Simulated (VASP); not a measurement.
**Ga: single point with PBEsol**

The system is Ga.

```
Ga
1.0
     2.71794    0.00000    0.00000
     0.00000    2.71794    0.00000
     0.00000    0.00000    2.71794
Ga
1
Cartesian
  0.0000 0.0000 0.0000
```

```
Program                : VASP 6.6.1
Task                   : single point
Functional             : PBEsol
Potentials or basis    : VASP PAW PBE potentials, release 64 (Ga_d)
Cutoff                 : 500 eV
k mesh                 : 6 × 6 × 6
Occupations            : gaussian, width 0.1 eV
Spin                   : no spin polarisation
Dipole correction      : no
Further INCAR settings : ALGO = Normal; EDIFF = 1e-06; NBANDS = 12
```

* Pressure: -2.8 GPa

Levels at points of the mesh, in eV from the Fermi level:
```csv
k point,band 3,band 4,band 5,band 6,band 7,band 8,band 9,band 10
"(0.00, 0.00, 0.00)",-14.60,-14.60,-14.60,-10.62,8.87,8.87,8.87,11.82
"(0.50, 0.00, 0.00)",-14.74,-14.74,-14.59,-6.27,-4.17,12.28,12.28,15.52
"(0.50, 0.50, 0.00)",-14.72,-14.72,-14.46,-1.72,-0.73,-0.73,4.13,15.77
"(0.50, 0.50, 0.50)",-14.94,-14.45,-14.45,2.55,2.55,2.55,3.67,8.12
```

Run time: 7.4 s on 1 thread of Intel Xeon 8259CL, with other jobs on the host, peak memory 0.12 GiB.

Caveat: the k points lie up to 0.39 Å⁻¹ apart; the PAW data sets were made with another functional, which shifts forces and pressure a little.
